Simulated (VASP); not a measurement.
Wanted: the native input for a VASP 6.6.1 run.

- Task: single point
- Functional: PBE
- Potentials or basis: VASP PAW PBE potentials, release 64 (Na_pv)
- Cutoff: 520 eV
- k mesh: 18 × 18 × 18
- Occupations: gaussian, width 0.15 eV
- Spin: no spin polarisation
- Dipole correction: no
- Further INCAR settings: ALGO = Fast; EDIFF = 1e-07; NBANDS = 10

The structure of Na lies in POSCAR:

```
Na
1.0
   -2.1465104543      2.1465104543      2.0606500361
    2.1465104543     -2.1465104543      2.0606500361
    2.1465104543      2.1465104543     -2.0606500361
Na
1
Direct
    0.0000000000      0.0000000000      0.0000000000
```

This cell differs from its parent crystal: ratio of the length along z to the lengths across it x 0.96, volume and fractional coordinates fixed.

These files were run (other wordings do the same):

INCAR

```
ALGO     = Fast           # electronic algorithm
EDIFF    = 1E-7           # SCF threshold, eV
ENCUT    = 520            # plane-wave cutoff, eV
GGA      = PE             # functional
ISIF     = 2              # what is computed and relaxed
ISMEAR   = 0              # smearing method
LASPH    = True           # aspherical terms in the spheres
LCHARG   = False          # write CHGCAR
LREAL    = False          # projectors in reciprocal space
LWAVE    = False          # write WAVECAR
NBANDS   = 10             # bands
NELM     = 100            # most SCF steps
PREC     = Accurate       # precision mode
SIGMA    = 0.15           # smearing width, eV
```

KPOINTS

```
k-points
0
Gamma
  18 18 18
```

Potentials or basis: VASP PAW PBE potentials, release 64 (Na_pv).

Run with:

```bash
$ cat potpaw_PBE.64/Na_pv/POTCAR > POTCAR
$ mpirun -np 1 vasp_std > vasp.out
```

Results of the run:

```yaml
Pressure: -0.2 GPa
Band_gap_on_the_k_mesh: zero (an odd number of electrons rules out a gap without spin polarisation)
```

Run time: 2 min on 1 thread of Intel(R) Xeon(R) Platinum 8259CL CPU @ 2.50GHz (Skylake/Cascade Lake), with other jobs on the host, peak memory 0.26 GiB.
